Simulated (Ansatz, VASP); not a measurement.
# Sc in VASP and in Ansatz

File INCAR:

```
SYSTEM = Sc
  ALGO = Fast
  EDIFF = 1E-7
  ENCUT = 520
  GGA = PS
  ISIF = 2
  ISMEAR = 0
  LASPH = .True.
  LCHARG = .False.
  LREAL = .False.
  LWAVE = .False.
  NBANDS = 18
  NELM = 80
  PREC = Accurate
  SIGMA = 0.15
```

Contents of KPOINTS:

```
k-points
0
Gamma
  18 18 10
  0 0 0
```

The input POSCAR:

```
Sc
1.0
    3.3087978973      0.0000000000      0.0000000000
   -1.6543989486      2.8655030350      0.0000000000
    0.0000000000      0.0000000000      5.3470200000
Sc
2
Direct
    0.3333333333      0.6666666667      0.2500000000
    0.6666666667      0.3333333333      0.7500000000
```

Input for Ansatz:

```yaml
crystal:
  lattice:
    - [3.3087978973, 0.0, 0.0]
    - [-1.6543989486, 2.865503035, 0.0]
    - [0.0, 0.0, 5.34702]
  atoms:
    - { symbol: Sc, position: [0.3333333333, 0.6666666667, 0.25] }
    - { symbol: Sc, position: [0.6666666667, 0.3333333333, 0.75] }
basis:
  ecutwfc: 420
kpoints:
  mp_grid: { grid: [18, 18, 10] }
hamiltonian:
  xc: pbesol
scf:
  occupations: { method: gaussian, width: 0.15 }
output:
  forces: true
  stress: true
  eigenvalues: true
```

Change from the starting cell: strain +0.0150 x Voigt [0, 0, 1, 0, 0, 0], atoms carried along.

Alike in both runs: task single point; functional PBEsol; k mesh 18 × 18 × 10; occupations gaussian, width 0.15 eV; no spin polarisation.

|  | VASP | Ansatz |
| --- | --- | --- |
| version | VASP 6.6.1 | Ansatz 0.2.0 |
| potentials or method | VASP PAW PBE potentials, release 64 (Sc_sv), cutoff 520 eV | scalar-relativistic, plane waves, PAW |
| valence electrons in the cell | 22 | 22 |

```tsv
	VASP	Ansatz	Ansatz less VASP
gap on the k mesh at the Fermi level (eV)	none	none	-
pressure (GPa)	-3.4	-3.4	-0.01
traceless stress, the component that is largest in VASP (GPa)	-1.66	-1.66	+0.002
```

VASP's potentials were made for PBE, not for PBEsol. A gap of «none» marks a metal or a gap that the smearing closes. The functional is the same, so the differences come from potentials, cutoffs and numerics.
